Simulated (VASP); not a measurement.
Write the native input for VASP 6.6.1 that does the following.

* Task: single point
* Functional: PBE
* Potentials or basis: VASP PAW PBE potentials, release 64 (Cd, S, O)
* Cutoff: 520 eV
* k mesh: 1 × 1 × 1, shifted
* Occupations: fermi-dirac, width 0.01 eV
* Spin: no spin polarisation
* Dipole correction: no
* Further INCAR settings: LREAL = Auto; ALGO = Normal; EDIFF = 1e-07; NBANDS = 169

The structure of Cd16S16O (a cell with a defect) lies in POSCAR:

```
Cd16S16O
1.0
    8.3277842500     -0.0000000600      0.0000000000
   -4.1638920700      7.2120727400      0.0000000000
    0.0000000000      0.0000000000     13.5350132800
Cd S O
16 16 1
Direct
    0.3454253091      0.1863401922      0.2632966755
    0.1662409077      0.3260635458      0.0000212781
    0.3366124970      0.1735175261      0.7391001245
    0.1550797455      0.3505882567      0.4989404783
    0.3283899048      0.6708997807      0.2404570969
    0.1649446604      0.8341790532     -0.0408463582
    0.3344144548      0.6648321770      0.7518161076
    0.1556359338      0.8436204443      0.5011074507
    0.8354544476      0.1633950589      0.2457360722
    0.6630234942      0.3349989839     -0.0008042844
    0.8355310691      0.1635108370      0.7540946425
    0.6630198312      0.3371446916      0.5010474582
    0.8127924200      0.6533865116      0.2634158479
    0.6755206613      0.8337519958      0.0000307351
    0.8261495365      0.6627467889      0.7388842399
    0.6471278456      0.8436107425      0.4989473494
    0.3278837773      0.1808923824      0.4502060599
    0.1687204708      0.3357502201      0.1892426662
    0.3410467115      0.1778334838      0.9272152705
    0.1621097454      0.3374097985      0.6873235960
    0.3202354155      0.6774600306      0.4332349647
    0.1514994899      0.8475813028      0.2152616285
    0.3384486757      0.6629116473      0.9410061694
    0.1657421581      0.8339807746      0.6902739441
    0.8267293524      0.1719784442      0.4352580140
    0.6653000730      0.3337914254      0.1898869212
    0.8332910807      0.1666986861      0.9424307709
    0.6701544130      0.3291762474      0.6878231892
    0.8184492541      0.6722899538      0.4502904337
    0.6637473383      0.8304308977      0.1892379377
    0.8213496425      0.6570724146      0.9270375093
    0.6619830426      0.8372656873      0.6873038694
    0.1067014398     -0.1081273057      0.1069499505
```

These files were run (other wordings do the same):

INCAR

```
  PREC = Accurate
  ENCUT = 520
  EDIFF = 1E-7
  ISMEAR = -1
  SIGMA = 0.01
  LREAL = Auto
  LASPH = True
  NELM = 80
  ALGO = Normal
  ISIF = 2
  LWAVE = False
  LCHARG = False
  GGA = PE
  NBANDS = 169
```

KPOINTS

```
Automatic mesh
0
Gamma
  1 1 1
  0.25 0.25 0.25
```

Potentials or basis: VASP PAW PBE potentials, release 64 (Cd, S, O).

The run is started by

```sh
$ cat potpaw_PBE.64/Cd/POTCAR potpaw_PBE.64/S/POTCAR potpaw_PBE.64/O/POTCAR > POTCAR
$ mpirun -np 1 vasp_std > vasp.out
```

It gave:

```json
{
  "Pressure": "2.0 GPa",
  "Largest force": "0.142 eV/Å",
  "Band gap on the k mesh": "2.37 eV"
}
```

Run time: 29 min on 1 thread of Intel(R) Xeon(R) Platinum 8259CL CPU @ 2.50GHz (Skylake/Cascade Lake), on a shared host, peak memory 1.2 GiB.
